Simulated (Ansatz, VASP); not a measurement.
Two plane-wave programs on Ir

```
CELL_PARAMETERS angstrom
0.00000 1.99649 1.84291
1.99649 0.00000 1.84291
1.99649 1.99649 0.00000
ATOMIC_POSITIONS crystal
Ir 0.00000 0.00000 0.00000
```

Change from the starting cell: strain +0.040 along x and y, -0.040 along z, atoms carried along.

Alike in both runs: task single point; functional PBEsol; k mesh 22 × 22 × 22; occupations gaussian, width 0.15 eV; no spin polarisation.

|  | VASP | Ansatz |
| --- | --- | --- |
| version | VASP 6.6.1 | Ansatz 0.2.0 |
| potentials or method | VASP PAW PBE potentials, release 64 (Ir), cutoff 520 eV | scalar-relativistic, plane waves, PAW |
| valence electrons in the cell | 9 | 17 |

```csv
,VASP,Ansatz,Ansatz less VASP
gap on the k mesh at the Fermi level (eV),none,none,-
pressure (GPa),-13.4,-14.1,-0.70
"traceless stress, the component that is largest in VASP (GPa)",16.88,16.94,+0.062
```

VASP's potentials were made for PBE, not for PBEsol. A gap of «none» marks a metal or a gap that the smearing closes. VASP's potentials hold 9 valence electrons a cell and Ansatz's 17, so a difference there can come from the potentials and not from the codes.

Spin-orbit coupling is off throughout.
